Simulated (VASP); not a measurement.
# MoS2 (R3m) in VASP: G0W0 quasiparticle levels with LDA

Aim: the G0W0 quasiparticle levels of MoS2 with LDA.

Program: VASP 6.6.1. These are calculated values, not measurements. Logs are shortened: lines on timing, memory, paths and dates and some standing lists are left out, and cuts for length are marked.

## 1. The cell of the first run

Symmetry: R3m, No. 160, trigonal system. Conventional cell: a = 3.175 Å, b = 3.175 Å, c = 18.582 Å, α = 90.00°, β = 90.00°, γ = 120.00°. Within 3.2 Å of Mo (site symmetry 3m) lie 6 S at 2.40 Å and 6 Mo at 3.18 Å. Within 3.2 Å of S (site symmetry 3m) lie 3 Mo at 2.40 Å and 7 S at 3.11 to 3.18 Å. Within 3.2 Å of S (site symmetry 3m) lie 3 Mo at 2.40 Å and 7 S at 3.11 to 3.18 Å.

## 2. G0W0 quasiparticle levels, LDA

POSCAR reads:

```
MoS2
1.0
    1.5875903435      0.9165957122      6.1939280070
   -1.5875903435      0.9165957122      6.1939280070
    0.0000000000     -1.8331914244      6.1939280070
Mo S
1 2
Direct
    0.0000965174      0.0000965174      0.0000965174
    0.2497906771      0.2497906771      0.2497906771
    0.4171128055      0.4171128055      0.4171128055
```

INCAR.step1 reads:

```
SYSTEM = MoS2
PREC     = Accurate       ! precision mode
ENCUT    = 500            ! plane-wave cutoff, eV
EDIFF    = 1E-8           ! SCF threshold, eV
ISMEAR   = 0              ! smearing method
SIGMA    = 0.01           ! smearing width, eV
LREAL    = .FALSE.        ! projectors in reciprocal space
LASPH    = .TRUE.         ! aspherical terms in the spheres
NELM     = 100            ! most SCF steps
ALGO     = Normal         ! electronic algorithm
LWAVE    = .TRUE.         ! write WAVECAR
LCHARG   = .FALSE.        ! write CHGCAR
GGA      = CA             ! functional
```

INCAR.step2 reads:

```
SYSTEM = MoS2
PREC     = Accurate       ! precision mode
ENCUT    = 500            ! plane-wave cutoff, eV
EDIFF    = 1E-8           ! SCF threshold, eV
ISMEAR   = 0              ! smearing method
SIGMA    = 0.01           ! smearing width, eV
LREAL    = .FALSE.        ! projectors in reciprocal space
LASPH    = .TRUE.         ! aspherical terms in the spheres
NELM     = 1              ! most SCF steps
ALGO     = Exact          ! electronic algorithm
LWAVE    = .TRUE.         ! write WAVECAR
LCHARG   = .FALSE.        ! write CHGCAR
GGA      = CA             ! functional
NBANDS   = 43             ! bands
LOPTICS  = .TRUE.         ! frequency-dependent dielectric function
ISTART   = 1
```

INCAR.step3 reads:

```
SYSTEM = MoS2
PREC     = Accurate       ! precision mode
ENCUT    = 500            ! plane-wave cutoff, eV
EDIFF    = 1E-8           ! SCF threshold, eV
ISMEAR   = 0              ! smearing method
SIGMA    = 0.01           ! smearing width, eV
LREAL    = .FALSE.        ! projectors in reciprocal space
LASPH    = .TRUE.         ! aspherical terms in the spheres
ALGO     = EVGW0          ! electronic algorithm
LWAVE    = .FALSE.        ! write WAVECAR
LCHARG   = .FALSE.        ! write CHGCAR
GGA      = CA             ! functional
NELMGW   = 1            
NBANDS   = 43             ! bands
ENCUTGW  = 100.0          ! cutoff of the response function
NOMEGA   = 96             ! frequency points
PRECFOCK = Fast         
ISTART   = 1            
NBANDSGW = 21           
OMEGAMAX = 20
```

KPOINTS reads:

```
regular mesh
0
G
  4 4 4
  0 0 0
```

Potentials or basis: VASP PAW LDA potentials, release 64 (Mo_sv_GW, S_GW).

On the command line:

```console
$ cat potpaw_LDA.64/Mo_sv_GW/POTCAR potpaw_LDA.64/S_GW/POTCAR > POTCAR
$ cp INCAR.step1 INCAR
$ mpirun -np 1 vasp_std > vasp.out
$ cp INCAR.step2 INCAR
$ mpirun -np 1 vasp_std > vasp.out
$ cp INCAR.step3 INCAR
$ mpirun -np 1 vasp_std > vasp.out
```

OUTCAR:

```text
SYSTEM = MoS2
   PREC = Accurate
   ENCUT = 500
   EDIFF = 1E-8
   ISMEAR = 0
   LREAL = .FALSE.
   LASPH = .TRUE.
   GGA = CA
   NELMGW = 1
   ENCUTGW = 100.0
   PRECFOCK = Fast
   ISTART = 1

 ion  position               nearest neighbor table
   1  0.000  0.000  0.000-   2 2.40   2 2.40   2 2.40   3 2.40   3 2.40   3 2.40
   2  0.250  0.250  0.250-   1 2.40   1 2.40   1 2.40
   3  0.417  0.417  0.417-   1 2.40   1 2.40   1 2.40

  LATTYP: Found a trigonal (rhomboedric) cell.
 ALAT       =     6.4595150711
 COS(alpha) =     0.8791888381

  Lattice vectors:

 A1 = (   1.5875903435,   0.9165957122,   6.1939280070)
 A2 = (  -1.5875903435,   0.9165957122,   6.1939280070)
 A3 = (   0.0000000000,  -1.8331914244,   6.1939280070)

Analysis of symmetry for initial positions (statically):
=====================================================================
 Subroutine PRICEL returns:
 Original cell was already a primitive cell.

 Routine SETGRP: Setting up the symmetry group for a
 trigonal (rhombohedral) supercell.

 Subroutine GETGRP returns: Found  6 space group operations
 (whereof  6 operations were pure point group operations)
 out of a pool of 12 trial point group operations.

The static configuration has the point symmetry C_3v.

Analysis of symmetry for dynamics (positions and initial velocities):
=====================================================================
 Subroutine PRICEL returns:
 Original cell was already a primitive cell.

 Routine SETGRP: Setting up the symmetry group for a
 trigonal (rhombohedral) supercell.

 Subroutine GETGRP returns: Found  6 space group operations
 (whereof  6 operations were pure point group operations)
 out of a pool of 12 trial point group operations.

The dynamic configuration has the point symmetry C_3v.

 Subroutine INISYM returns: Found  6 space group operations
 (whereof  6 operations are pure point group operations),
 and found     1 'primitive' translations

----------------------------------------------------------------------------------------

                                     Primitive cell

  volume of cell :      54.0796

  direct lattice vectors                    reciprocal lattice vectors
     1.587590344  0.916595712  6.193928007     0.314942707  0.181832257  0.053816146
[... 46 lines left out ...]
  0.250000  0.000000 -0.000000      6.000000
  0.500000  0.000000 -0.000000      3.000000
  0.250000  0.250000 -0.000000      6.000000
  0.500000  0.250000 -0.000000     12.000000
 -0.250000  0.250000  0.000000      6.000000
  0.500000  0.500000 -0.000000      3.000000
  0.250000  0.250000  0.250000      2.000000
  0.500000  0.250000  0.250000      6.000000
 -0.250000  0.250000  0.250000      6.000000
  0.500000  0.500000  0.250000      6.000000
 -0.250000  0.500000  0.250000      6.000000
  0.500000  0.500000  0.500000      1.000000
   k-points           NKPTS =     13   k-points in BZ     NKDIM =     64   number of bands    NBANDS=     43
   number of dos      NEDOS =    301   number of ions     NIONS =      3
   total plane-waves  NPLWV = 110592
   dimension x,y,z NGX =    48 NGY =   48 NGZ =   48
   dimension x,y,z NGXF=    96 NGYF=   96 NGZF=   96
   ions per type =               1   2
   NGX,Y,Z   is equivalent  to a cutoff of  12.35, 12.35, 12.35 a.u.
   NGXF,Y,Z  is equivalent  to a cutoff of  24.71, 24.71, 24.71 a.u.
 SYSTEM =  MoS2
   PREC   = accura    normal or accurate (medium, high low for compatibility)
   ISTART =      1    job   : 0-new  1-cont  2-samecut
   ICHARG =      0    charge: 1-file 2-atom 10-const
   ISPIN  =      1    spin polarized calculation?
   LNONCOLLINEAR =      F non collinear calculations
   LSORBIT =      F    spin-orbit coupling
   LASPH  =      T    aspherical Exc in radial PAW
   ENCUT  =  500.0 eV  36.75 Ry    6.06 a.u.  11.78 11.78 11.78*2*pi/ulx,y,z
   NELM   =     60;   NELMIN=  2; NELMDL=  0     # of ELM steps
   EDIFF  = 0.1E-07   stopping-criterion for ELM
   LREAL  =      F    real-space projection
   EDIFFG = 0.1E-06   stopping-criterion for IOM
   NSW    =      0    number of steps for IOM
   IBRION =     -1    ionic relax: 0-MD 1-quasi-New 2-CG
   NFREE  =      0    steps in history (QN), initial steepest desc. (CG)
   ISIF   =      0    stress and relaxation
   ISYM   =      3    0-nonsym 1-usesym 2-fastsym
   POTIM  = 0.5000    time-step for ionic-motion
   TEBEG  =    0.0;   TEEND  =   0.0 temperature during run
   PSTRESS=    0.0 pullay stress
   NELECT =      26.0000    total number of electrons
   NUPDOWN=      -1.0000    fix difference up-down
   EMIN   =  10.00;   EMAX   =-10.00  energy-range for DOS
   EFERMI =   0.00;   METHOD = LEGACY
   ISMEAR =     0;   SIGMA  =   0.01  broadening in eV -4-tet -1-fermi 0-gaus
   EFERMI_NEDOS =   21; number of points for ismear=-14 and -15
   IALGO  =     38    algorithm
   IMIX   =      4    mixing-type and parameters
     AMIX     =   0.40;   BMIX     =  1.00
     AMIX_MAG =   1.60;   BMIX_MAG =  1.00
  volume/ion in A,a.u.               =      18.03       121.65
  Fermi-wavevector in a.u.,A,eV,Ry     =   1.282492  2.423559 22.378674  1.644786
  Thomas-Fermi vector in A             =   2.414800
   LORBIT       =      0    0 simple, 1 ext, 2 COOP (PROOUT), +10 PAW based schemes
   GGA     = CA    functional components
   LHFCALC =     T    Hartree Fock is set to
   PRECFOCK=fast      Normal, Fast or Accurate (Low or Medium for compatibility)
   ENCUT4O =  -1.0   cutoff for four orbital integrals eV
   NKREDX  =     1    reduce k-point grid by
   NKREDY  =     1    reduce k-point grid by
   NKREDZ  =     1    reduce k-point grid by
   AEXX    =    1.0000 exact exchange contribution
   HFSCREEN=    0.0000 screening length (either q_TF or 0.3 A-1)
   HFSCREENC=   0.0000 screening length for correlation (either q_TF or 0.3 A-1)
   ENCUTFOCK=  -1.0 apply spherical cutoff to Coloumb kernel
   IVDW    =     0    specifies the selected vdW correction
   LEPSILON=     F    determine dielectric tensor
   LRPA    =     F    only Hartree local field effects (RPA)
   LRPAFORCE           =     F    calculate RPA forces
   ENCUTGW             = 100.0    cutoff for response function in eV
   ENCUTGWSOFT         =  80.0    soft cutoff for Coulomb kernel in GW response function in eV
   ENCUTLF             =  -1.0    cutoff for local field effects
   NELMGW              =     1    number of iterations in solving QP/BSE equation
   NELMHF              =     1    number of iterations in the inner HF iteration
   NKREDLFX            =     1    NKREDLFY  =   1   NKREDLFZ  =   1
 non-spin polarized calculation
 Gauss-broadening in eV      SIGMA  =   0.01
  energy-cutoff  :      500.00
  volume of cell :       54.08
 maximum number of plane-waves:      1384
  NGX = 28; NGY = 28; NGZ = 28
   NGX = 23   NGY = 23   NGZ = 23
 maximum number of plane-waves:       131
 NGX is ok and might be reduce to    24

 QP shifts <psi_nk| G(iteration)W_0 |psi_nk>: iteration 1
 for sc-GW calculations column KS-energies equals QP-energies in previous step
 and V_xc(KS)=  KS-energies - (<T + V_ion + V_H > + <T+V_H+V_ion>^1  + <V_x>^1)

 k-point   1 :       0.0000    0.0000    0.0000
  band No.  KS-energies  QP-energies   sigma(KS)   V_xc(KS)     V^pw_x(r,r')   Z            occupation Imag(sigma)

      1     -54.0384     -55.0811     -24.9845     -23.1581     -39.1521       0.5709       2.0000       1.5960
      2     -28.3743     -28.6537     -22.7015     -22.2438     -32.6354       0.6104       2.0000       1.2901
      3     -28.1532     -28.4299     -22.9134     -22.4632     -32.5840       0.6147       2.0000       0.8312
      4     -28.1532     -28.4299     -22.9134     -22.4632     -32.5840       0.6147       2.0000       0.8312
      5      -7.7521      -7.3967     -12.9237     -13.4999     -21.6329       0.6169       2.0000       1.1783
      6      -6.0765      -5.8688     -13.7160     -14.0243     -21.5241       0.6739       2.0000       0.9689
[... 313 lines left out ...]
     20      16.8271      17.8190      -9.1258     -10.4103      -4.5920       0.7722       0.0000      -0.2171
     21      16.9989      18.4617     -10.3546     -12.2502      -5.6667       0.7717       0.0000      -0.3227
```

OUTCAR.step1:

```text
SYSTEM = MoS2
   PREC = Accurate
   ENCUT = 500
   EDIFF = 1E-8
   ISMEAR = 0
   LREAL = .FALSE.
   LASPH = .TRUE.
   NELM = 100
[... 469 lines left out ...]
      0.00000      0.00000      0.00179         0.000000     -0.000000     -0.004121
      0.00000      0.00000      4.64156         0.000000     -0.000000      0.312150
      0.00000      0.00000      7.75070         0.000000      0.000000     -0.308029
 -----------------------------------------------------------------------------------
    total drift:                                0.000000      0.000000     -0.000068

  FREE ENERGIE OF THE ION-ELECTRON SYSTEM (eV)
  ---------------------------------------------------
  free  energy   TOTEN  =       -25.2947076071 eV

  energy  without entropy=      -25.2947076071  energy(sigma->0) =      -25.29470761
```

It took 15 min on 1 thread of Intel Xeon 6975P-C (Granite Rapids), shared host; peak memory 0.71 GiB.

What came out:

| Quantity | Value |
| --- | --- |
| Quasiparticle gap | 1.62 eV |
| Least direct quasiparticle gap | 2.59 eV |
| Band gap of the starting levels on the mesh | 1.17 eV |
| Least direct gap of the starting levels on the mesh | 2.09 eV |

Caveat: the k points lie up to 0.58 Å⁻¹ apart; bands, screening cutoff and mesh are small and nothing is extrapolated, so the quasiparticle values aren't converged.
